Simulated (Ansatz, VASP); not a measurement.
One calculation of InSe, two programs

File INCAR:

```
SYSTEM = InSe
PREC     = Accurate       ! precision mode
ENCUT    = 520            ! plane-wave cutoff, eV
EDIFF    = 1E-6           ! SCF threshold, eV
ISMEAR   = 0              ! smearing method
SIGMA    = 0.02           ! smearing width, eV
LREAL    = .FALSE.        ! projectors in reciprocal space
LASPH    = .TRUE.         ! aspherical terms in the spheres
NELM     = 80             ! most SCF steps
ALGO     = Normal         ! electronic algorithm
ISIF     = 2              ! what is computed and relaxed
LWAVE    = .FALSE.        ! write WAVECAR
LCHARG   = .FALSE.        ! write CHGCAR
LDIPOL   = .TRUE.       
IDIPOL   = 3            
DIPOL    = 0.5 0.5 0.500
GGA      = PE             ! functional
IVDW     = 12             ! dispersion correction
NBANDS   = 27             ! bands
```

KPOINTS

```
Automatic mesh
0
G
  9 9 1
  0 0 0
```

File POSCAR:

```
InSe
1.0
    3.8920000000      0.0000000000      0.0000000000
   -1.9460000000      3.3705708715      0.0000000000
    0.0000000000      0.0000000000     36.7211901288
Se In
2 2
Direct
    0.0000000000      0.0000000000      0.4234771694
    0.0000000000      0.0000000000      0.5764950858
    0.6666666667      0.3333333333      0.4602865666
    0.6666666667      0.3333333333      0.5396857446
```

Input for Ansatz:

```yaml
crystal:
  lattice:
    - [3.892, 0.0, 0.0]
    - [-1.946, 3.3705708715, 0.0]
    - [0.0, 0.0, 36.7211901288]
  atoms:
    - { symbol: Se, position: [0.0, 0.0, 0.4234771694] }
    - { symbol: In, position: [0.6666666667, 0.3333333333, 0.4602865666] }
    - { symbol: In, position: [0.6666666667, 0.3333333333, 0.5396857446] }
    - { symbol: Se, position: [0.0, 0.0, 0.5764950858] }
  periodic: [true, true, false]
basis:
  ecutwfc: 420
kpoints:
  mp_grid: { grid: [9, 9, 1] }
hamiltonian:
  xc: pbe
  dispersion: d3bj
scf:
  occupations: { method: gaussian, width: 0.02 }
output:
  forces: true
  stress: true
  eigenvalues: true
```

Alike in both runs: task single point; functional PBE; dispersion D3(BJ); k mesh 9 × 9 × 1; occupations gaussian, width 0.02 eV; no spin polarisation.

|  | VASP | Ansatz |
| --- | --- | --- |
| version | VASP 6.6.1 | Ansatz 0.2.0 |
| potentials or method | VASP PAW PBE potentials, release 64 (Se, In_d), cutoff 520 eV | scalar-relativistic, plane waves, PAW |
| valence electrons in the cell | 38 | 58 |

|  | VASP | Ansatz | Ansatz less VASP |
| --- | --- | --- | --- |
| gap on the k mesh at the Fermi level (eV) | 2.01 | 2.01 | +0.005 |
| least direct gap on the mesh (eV) | 2.01 | 2.01 | +0.005 |
| rms of the force components (eV/Å) | 0.284 | 0.277 | -0.0070 |

VASP's potentials hold 38 valence electrons a cell and Ansatz's 58, so a difference there can come from the potentials and not from the codes. Ansatz's warnings: structure snapped to symmetry.
